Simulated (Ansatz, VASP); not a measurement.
**Two plane-wave programs on LiAgN**

Contents of INCAR:

```
  PREC = Accurate
  ENCUT = 600
  EDIFF = 1E-6
  ISMEAR = 0
  SIGMA = 0.1
  LREAL = False
  LASPH = True
  NELM = 100
  ALGO = Normal
  ISIF = 3
  LWAVE = False
  LCHARG = False
  GGA = PE
  IBRION = 2
  NSW = 90
  EDIFFG = -0.04
```

File KPOINTS:

```
regular mesh
0
Gamma
  6 6 4
```

The input POSCAR:

```
LiAgN
1.0
    3.4361389726      0.0000000000      0.0000000000
    0.0000000000      3.4361389726      0.0000000000
    0.0000000000      0.0000000000      5.9282285750
Li Ag N
2 2 2
Direct
    0.5000000000      0.0000000000      0.2305000000
    0.0000000000      0.5000000000      0.7695000000
    0.5000000000      0.0000000000      0.6480000000
    0.0000000000      0.5000000000      0.3520000000
    0.0000000000      0.0000000000      0.0000000000
    0.5000000000      0.5000000000      0.0000000000
```

Input for Ansatz:

```yaml
crystal:
  lattice:
    - [3.4361389726, 0.0, 0.0]
    - [0.0, 3.4361389726, 0.0]
    - [0.0, 0.0, 5.928228575]
  atoms:
    - { symbol: Li, position: [0.5, 0.0, 0.2305] }
    - { symbol: Li, position: [0.0, 0.5, 0.7695] }
    - { symbol: Ag, position: [0.5, 0.0, 0.648] }
    - { symbol: Ag, position: [0.0, 0.5, 0.352] }
    - { symbol: "N", position: [0.0, 0.0, 0.0] }
    - { symbol: "N", position: [0.5, 0.5, 0.0] }
basis:
  ecutwfc: 420
kpoints:
  mp_grid: { grid: [6, 6, 4] }
hamiltonian:
  xc: pbe
scf:
  occupations: { method: gaussian, width: 0.1 }
  lower_state_search: "off"
output:
  forces: true
  stress: true
  eigenvalues: true
relax:
  adjacent_minimum: "off"
  f_tol: 0.04
  max_steps: 70
  cell: { stress_tol: 0.4 }
```

Alike in both runs: task relaxation of cell and atoms; functional PBE; k mesh 6 × 6 × 4; occupations gaussian, width 0.1 eV; no spin polarisation.

|  | VASP | Ansatz |
| --- | --- | --- |
| version | VASP 6.6.1 | Ansatz 0.2.0 |
| potentials or method | VASP PAW PBE potentials, release 64 (Li_sv, Ag, N), cutoff 600 eV | scalar-relativistic, plane waves, PAW |
| valence electrons in the cell | 38 | 54 |

Ansatz gave:

| Property | Result |
| --- | --- |
| gap on the k mesh at the Fermi level, each at its own relaxed structure (eV) | none |
| relaxed volume (Å³/atom) | 11.87 |
| relaxed length of the cell vector where the two differ most in proportion (Å) | 5.302 |

Question: What did VASP give for the same quantities?

Answer: gap on the k mesh at the Fermi level, each at its own relaxed structure (eV): none; relaxed volume (Å³/atom): 11.88; relaxed length of the cell vector where the two differ most in proportion (Å): 5.286.

A gap of «none» marks a metal or a gap that the smearing closes. VASP's potentials hold 38 valence electrons a cell and Ansatz's 54, so a difference there can come from the potentials and not from the codes.

Noted on VASP's run: the cutoff is under 1.25 times that of the potentials, so the pressure is a little rough.
